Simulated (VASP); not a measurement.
# TiC (rocksalt type) (Fm-3m) in VASP: a series of runs

The runs below take TiC (rocksalt type) through density of states, with PBE.

All numbers are computed with VASP 6.6.1; they aren't measurements. Logs are shortened: lines on timing, memory, paths and dates and some standing lists are left out, and cuts for length are marked.

## Step 1: The cell of the first run

Symmetry: Fm-3m, No. 225, cubic system. Conventional cell: a = 4.152 Å, b = 4.152 Å, c = 4.152 Å, α = 90.00°, β = 90.00°, γ = 90.00°. Ti (site symmetry m-3m) has 6 C at 2.08 Å within 2.7 Å. Within 2.7 Å of C (site symmetry m-3m) lie 6 Ti at 2.08 Å.

## Step 2: Density of states, PBE (volume scaled by 0.88)

Contents of POSCAR:

```
TiC
1.0
    0.0000000000      2.0759620162      2.0759620162
    2.0759620162      0.0000000000      2.0759620162
    2.0759620162      2.0759620162      0.0000000000
Ti C
1 1
Direct
    0.0000000000      0.0000000000      0.0000000000
    0.5000000000      0.5000000000      0.5000000000
```

Contents of INCAR.step1:

```
SYSTEM = TiC
PREC     = Accurate       ! precision mode
ENCUT    = 520            ! plane-wave cutoff, eV
EDIFF    = 1E-7           ! SCF threshold, eV
ISMEAR   = -1             ! smearing method
SIGMA    = 0.05           ! smearing width, eV
LREAL    = .FALSE.        ! projectors in reciprocal space
LASPH    = .TRUE.         ! aspherical terms in the spheres
NELM     = 60             ! most SCF steps
ALGO     = Normal         ! electronic algorithm
ISIF     = 2              ! what is computed and relaxed
LWAVE    = .FALSE.        ! write WAVECAR
LCHARG   = .TRUE.         ! write CHGCAR
LMAXMIX  = 4              ! l up to which the mixer works
GGA      = PE             ! functional
NBANDS   = 15             ! bands
```

Contents of KPOINTS.step1:

```
Automatic mesh
0
G
  15 15 15
  0 0 0
```

Contents of INCAR.step2:

```
SYSTEM = TiC
PREC     = Accurate       ! precision mode
ENCUT    = 520            ! plane-wave cutoff, eV
EDIFF    = 1E-7           ! SCF threshold, eV
ISMEAR   = -5             ! smearing method
SIGMA    = 0.05           ! smearing width, eV
LREAL    = .FALSE.        ! projectors in reciprocal space
LASPH    = .TRUE.         ! aspherical terms in the spheres
NELM     = 60             ! most SCF steps
ALGO     = Normal         ! electronic algorithm
ISIF     = 2              ! what is computed and relaxed
LWAVE    = .FALSE.        ! write WAVECAR
LCHARG   = .FALSE.        ! write CHGCAR
LMAXMIX  = 4              ! l up to which the mixer works
GGA      = PE             ! functional
LORBIT   = 10             ! projections on sites
NBANDS   = 15             ! bands
NEDOS    = 2001           ! points of the DOS
ICHARG   = 11             ! starting density
```

Contents of KPOINTS.step2:

```
Automatic mesh
0
G
  23 23 23
  0 0 0
```

Potentials or basis: VASP PAW PBE potentials, release 64 (Ti_sv, C).

The run is started by

```
cat potpaw_PBE.64/Ti_sv/POTCAR potpaw_PBE.64/C/POTCAR > POTCAR
cp INCAR.step1 INCAR
cp KPOINTS.step1 KPOINTS
mpirun -np 1 vasp_std > vasp.out
cp INCAR.step2 INCAR
cp KPOINTS.step2 KPOINTS
mpirun -np 1 vasp_std > vasp.out
```

OUTCAR:

```text
SYSTEM = TiC
   PREC = Accurate
   ENCUT = 520
   EDIFF = 1E-7
   ISMEAR = -5
   LREAL = .FALSE.
   LASPH = .TRUE.
   NELM = 60
   ISIF = 2
   GGA = PE
   LORBIT = 10
   ICHARG = 11

 ion  position               nearest neighbor table
   1  0.000  0.000  0.000-   2 2.08   2 2.08   2 2.08   2 2.08   2 2.08   2 2.08
   2  0.500  0.500  0.500-   1 2.08   1 2.08   1 2.08   1 2.08   1 2.08   1 2.08

  LATTYP: Found a face centered cubic cell.
 ALAT       =     4.1519240324

  Lattice vectors:

 A1 = (   0.0000000000,   2.0759620162,   2.0759620162)
 A2 = (   2.0759620162,   0.0000000000,   2.0759620162)
 A3 = (   2.0759620162,   2.0759620162,   0.0000000000)

Analysis of symmetry for initial positions (statically):
=====================================================================
 Subroutine PRICEL returns:
 Original cell was already a primitive cell.

 Routine SETGRP: Setting up the symmetry group for a
 face centered cubic supercell.

 Subroutine GETGRP returns: Found 48 space group operations
 (whereof 48 operations were pure point group operations)
 out of a pool of 48 trial point group operations.

The static configuration has the point symmetry O_h .

Analysis of symmetry for dynamics (positions and initial velocities):
=====================================================================
 Subroutine PRICEL returns:
 Original cell was already a primitive cell.

 Routine SETGRP: Setting up the symmetry group for a
 face centered cubic supercell.

 Subroutine GETGRP returns: Found 48 space group operations
 (whereof 48 operations were pure point group operations)
 out of a pool of 48 trial point group operations.

The dynamic configuration has the point symmetry O_h .

 Subroutine INISYM returns: Found 48 space group operations
 (whereof 48 operations are pure point group operations),
 and found     1 'primitive' translations

----------------------------------------------------------------------------------------

                                     Primitive cell

  volume of cell :      17.8932

  direct lattice vectors                    reciprocal lattice vectors
     0.000000000  2.075962016  2.075962016    -0.240852191  0.240852191  0.240852191
     2.075962016  0.000000000  2.075962016     0.240852191 -0.240852191  0.240852191
     2.075962016  2.075962016  0.000000000     0.240852191  0.240852191 -0.240852191

  length of vectors
     2.935853638  2.935853638  2.935853638     0.417168232  0.417168232  0.417168232

  position of ions in fractional coordinates (direct lattice)
     0.000000000  0.000000000  0.000000000
     0.500000000  0.500000000  0.500000000

  ion indices of the primitive-cell ions
[... 99 lines left out ...]
  Fermi-wavevector in a.u.,A,eV,Ry     =   1.577195  2.980467 33.845097  2.487544
  Thomas-Fermi vector in A             =   2.677914
   LORBIT       =     10    0 simple, 1 ext, 2 COOP (PROOUT), +10 PAW based schemes
   GGA     = PE    functional components
   LHFCALC =     F    Hartree Fock is set to
   AEXX    =    0.0000 exact exchange contribution
   IVDW    =     0    specifies the selected vdW correction
   LEPSILON=     F    determine dielectric tensor
   LRPA    =     F    only Hartree local field effects (RPA)
 non-spin polarized calculation
 Fermi weights with tetrahedron method with Bloechl corrections
  energy-cutoff  :      520.00
  volume of cell :       17.89
 maximum number of plane-waves:       531
 NGX is ok and might be reduce to    24

 number of electron      15.9999998 magnetization

 Free energy of the ion-electron system (eV)
  ---------------------------------------------------
  ext. energy  EPLUGINS =         0.00000000
  ---------------------------------------------------
  free energy    TOTEN  =       -18.42188756 eV

  energy without entropy =      -18.42188756  energy(sigma->0) =      -18.42188756

 E-fermi :  10.9992     XC(G=0): -13.3690

 val. band max:       11.0586172452   @ k =   0.4783   0.4783   0.0000
 cond. band min:      10.9761336252   @ k =   0.4348   0.4348   0.0000
 fundamental gap:     -0.0824836201
 Fermi energy:        10.9992203036

 k-point     1 :       0.0000    0.0000    0.0000
  band No.  band energies     occupation
      1     -45.2487      2.00000
      2     -21.1844      2.00000
      3     -21.1844      2.00000
      4     -21.1844      2.00000
      5      -2.0045      2.00000
      6      11.7029      0.00000
      7      11.7029      0.00000
      8      11.7029      0.00000
      9      12.8208      0.00000
     10      12.8208      0.00000
     11      12.8208      0.00000
     12      12.9668      0.00000
     13      12.9668      0.00000
     14      23.4253      0.00000
[... 401 lines left out ...]
      2     -21.9675      2.00000
      3     -21.2659      2.00000
      4     -21.2573      2.00000
      5       2.1019      2.00000
      6       4.5918      2.00000
      7       7.6564      2.00000
      8       7.6681      2.00000
      9      14.3926      0.00000
     10      14.4068      0.00000
     11      15.8170      0.00000
     12      19.8725      0.00000
     13      20.3791      0.00000
     14      20.5150      0.00000
     15      27.1147      0.00000

 [... further k-points ...]

------------------------ aborting loop because EDIFF is reached ----------------------------------------

  FORCE on cell =-STRESS in cart. coord.  units (eV):
  Direction    XX          YY          ZZ          XY          YZ          ZX
  --------------------------------------------------------------------------------------
  -------------------------------------------------------------------------------------
  Total        4.6205537      4.6205537      4.6205537     -0.0000000      0.0000000     -0.0000000
  in kB      413.7294195    413.7294195    413.7294195     -0.0000000      0.0000000     -0.0000000
  external PRESSURE =     413.7294195 kB  Pullay stress =       0.0000000 kB

 VOLUME and BASIS-vectors are now :
 -----------------------------------------------------------------------------
  energy-cutoff  :      520.00
  volume of cell :       17.89
      direct lattice vectors                 reciprocal lattice vectors
     0.000000000  2.075962016  2.075962016    -0.240852191  0.240852191  0.240852191
     2.075962016  0.000000000  2.075962016     0.240852191 -0.240852191  0.240852191
     2.075962016  2.075962016  0.000000000     0.240852191  0.240852191 -0.240852191

 POSITION                                       TOTAL-FORCE (eV/Angst)
 -----------------------------------------------------------------------------------
      0.00000      0.00000      0.00000         0.000000      0.000000      0.000000
      2.07596      2.07596      2.07596        -0.000000     -0.000000      0.000000
 -----------------------------------------------------------------------------------
    total drift:                                0.000000     -0.000000     -0.000000

  FREE ENERGIE OF THE ION-ELECTRON SYSTEM (eV)
  ---------------------------------------------------
  free  energy   TOTEN  =       -18.4218875640 eV

  energy  without entropy=      -18.4218875640  energy(sigma->0) =      -18.42188756

 total charge

# of ion       s       p       d       tot
------------------------------------------
    1        2.230   6.321   2.124  10.675
    2        0.916   1.581   0.000   2.498
--------------------------------------------------
tot          3.146   7.902   2.124  13.173
```

OSZICAR.step1:

```text
N       E                     dE             d eps       ncg     rms          rms(c)
DAV:   1     0.118283663275E+03    0.11828E+03   -0.79869E+03  3608   0.132E+03
DAV:   2    -0.164442017914E+02   -0.13473E+03   -0.12585E+03  3859   0.339E+02
DAV:   3    -0.234378853721E+02   -0.69937E+01   -0.68939E+01  4446   0.765E+01
DAV:   4    -0.236643332323E+02   -0.22645E+00   -0.22618E+00  4673   0.126E+01
DAV:   5    -0.236701678237E+02   -0.58346E-02   -0.58337E-02  4474   0.168E+00    0.220E+01
DAV:   6    -0.187527804752E+02    0.49174E+01   -0.10605E+01  5188   0.571E+01    0.652E+00
DAV:   7    -0.184191620340E+02    0.33362E+00   -0.15739E+00  4152   0.180E+01    0.616E+00
DAV:   8    -0.184161119205E+02    0.30501E-02   -0.12395E-01  4277   0.487E+00    0.168E+00
DAV:   9    -0.184248257588E+02   -0.87138E-02   -0.34805E-02  4820   0.153E+00    0.902E-01
DAV:  10    -0.184231582633E+02    0.16675E-02   -0.41128E-03  4424   0.947E-01    0.510E-01
DAV:  11    -0.184226305303E+02    0.52773E-03   -0.11505E-03  4105   0.525E-01    0.335E-02
DAV:  12    -0.184226121804E+02    0.18350E-04   -0.96267E-05  4146   0.145E-01    0.999E-03
DAV:  13    -0.184226108044E+02    0.13760E-05   -0.43948E-06  4307   0.241E-02    0.105E-02
DAV:  14    -0.184226104409E+02    0.36347E-06   -0.20250E-06  3922   0.223E-02    0.395E-03
DAV:  15    -0.184226104611E+02   -0.20141E-07   -0.66289E-08  2584   0.346E-03
   1 F= -.18422610E+02 E0= -.18421428E+02  d E =-.236443E-02
```

Run time: 48 s. Hardware: 1 thread of Intel Xeon 6975P-C, shared host; peak memory 0.22 GiB.

What came out:

- Valence electrons inside the program's atomic spheres: Ti 10.68; C 2.50

Caveat: the cell differs from its parent crystal (volume scaled by 0.88); tetrahedron occupations give inexact forces and stress in metals.

## Step 3: Density of states, PBE

This run uses another cell than the first one, of 10.17 Å³/atom, 1.136 times its volume.

Contents of POSCAR:

```
TiC
1.0
    0.0000000000      2.1663328179      2.1663328179
    2.1663328179      0.0000000000      2.1663328179
    2.1663328179      2.1663328179      0.0000000000
Ti C
1 1
Direct
    0.0000000000      0.0000000000      0.0000000000
    0.5000000000      0.5000000000      0.5000000000
```

Contents of INCAR.step1:

```
SYSTEM = TiC
  PREC = Accurate
  ENCUT = 520
  EDIFF = 1E-7
  ISMEAR = -1
  SIGMA = 0.05
  LREAL = .False.
  LASPH = .True.
  NELM = 60
  ALGO = Normal
  ISIF = 2
  LWAVE = .False.
  LCHARG = .True.
  LMAXMIX = 4
  GGA = PE
  NBANDS = 15
```

Contents of KPOINTS.step1:

```
Automatic mesh
0
Gamma
  15 15 15
  0 0 0
```

Contents of INCAR.step2:

```
SYSTEM = TiC
  PREC = Accurate
  ENCUT = 520
  EDIFF = 1E-7
  ISMEAR = -5
  SIGMA = 0.05
  LREAL = .False.
  LASPH = .True.
  NELM = 60
  ALGO = Normal
  ISIF = 2
  LWAVE = .False.
  LCHARG = .False.
  LMAXMIX = 4
  GGA = PE
  LORBIT = 10
  NBANDS = 15
  NEDOS = 1001
  ICHARG = 11
```

Contents of KPOINTS.step2:

```
Automatic mesh
0
Gamma
  23 23 23
  0 0 0
```

Potentials or basis: VASP PAW PBE potentials, release 64 (Ti_sv, C).

The run is started by

```
cat potpaw_PBE.64/Ti_sv/POTCAR potpaw_PBE.64/C/POTCAR > POTCAR
cp INCAR.step1 INCAR
cp KPOINTS.step1 KPOINTS
mpirun -np 1 vasp_std > vasp.out
cp INCAR.step2 INCAR
cp KPOINTS.step2 KPOINTS
mpirun -np 1 vasp_std > vasp.out
```

Wall time 59 s (1 thread of Intel Xeon 6975P-C, shared host); peak memory 0.23 GiB.

Results (log left out):

```
Valence electrons inside the program's atomic spheres : Ti 10.39; C 2.40
```

Levels at points of the mesh, in eV from the Fermi level:
```tsv
k point	band 5	band 6	band 7	band 8	band 9	band 10	band 11	band 12
(0.00, 0.00, 0.00)	-12.41	0.68	0.68	0.68	1.66	1.66	1.66	1.69
```

Caveat: tetrahedron occupations give inexact forces and stress in metals.

## Step 4: Density of states, PBE (volume scaled by 0.55)

Contents of POSCAR:

```
TiC
1.0
    0.0000000000      1.7749225569      1.7749225569
    1.7749225569      0.0000000000      1.7749225569
    1.7749225569      1.7749225569      0.0000000000
Ti C
1 1
Direct
    0.0000000000      0.0000000000      0.0000000000
    0.5000000000      0.5000000000      0.5000000000
```

Contents of INCAR.step1:

```
PREC = Accurate
ENCUT = 520
EDIFF = 1E-6
ISMEAR = -1
SIGMA = 0.05
LREAL = F
LASPH = T
NELM = 100
ALGO = Normal
ISIF = 2
LWAVE = F
LCHARG = T
LMAXMIX = 4
GGA = PE
NBANDS = 15
```

Contents of KPOINTS.step1:

```
Automatic mesh
0
Gamma
  15 15 15
```

Contents of INCAR.step2:

```
PREC = Accurate
ENCUT = 520
EDIFF = 1E-6
ISMEAR = -5
SIGMA = 0.05
LREAL = F
LASPH = T
NELM = 100
ALGO = Normal
ISIF = 2
LWAVE = F
LCHARG = F
LMAXMIX = 4
GGA = PE
LORBIT = 11
NBANDS = 15
NEDOS = 1001
ICHARG = 11
```

Contents of KPOINTS.step2:

```
Automatic mesh
0
Gamma
  23 23 23
```

The run is started by

```
cat potpaw_PBE.64/Ti_sv/POTCAR potpaw_PBE.64/C/POTCAR > POTCAR
cp INCAR.step1 INCAR
cp KPOINTS.step1 KPOINTS
mpirun -np 1 vasp_std > vasp.out
cp INCAR.step2 INCAR
cp KPOINTS.step2 KPOINTS
mpirun -np 1 vasp_std > vasp.out
```

Wall time 1.8 min (1 thread of AMD EPYC 7R43 (Zen 3), shared host); peak memory 0.14 GiB.

It converged, with:

```yaml
Valence_electrons_inside_the_program's_atomic_spheres: Ti 12.52; C 2.94
```

Levels at points of the mesh, in eV from the Fermi level:
| k point | band 5 | band 6 | band 7 | band 8 | band 9 | band 10 | band 11 | band 12 |
| --- | --- | --- | --- | --- | --- | --- | --- | --- |
| (0.00, 0.00, 0.00) | -14.54 | 0.25 | 0.25 | 0.25 | 2.42 | 2.42 | 2.42 | 2.82 |

Caveat: the cell differs from its parent crystal (volume scaled by 0.55); tetrahedron occupations give inexact forces and stress in metals.

(Part 1 of 2 ends here.)
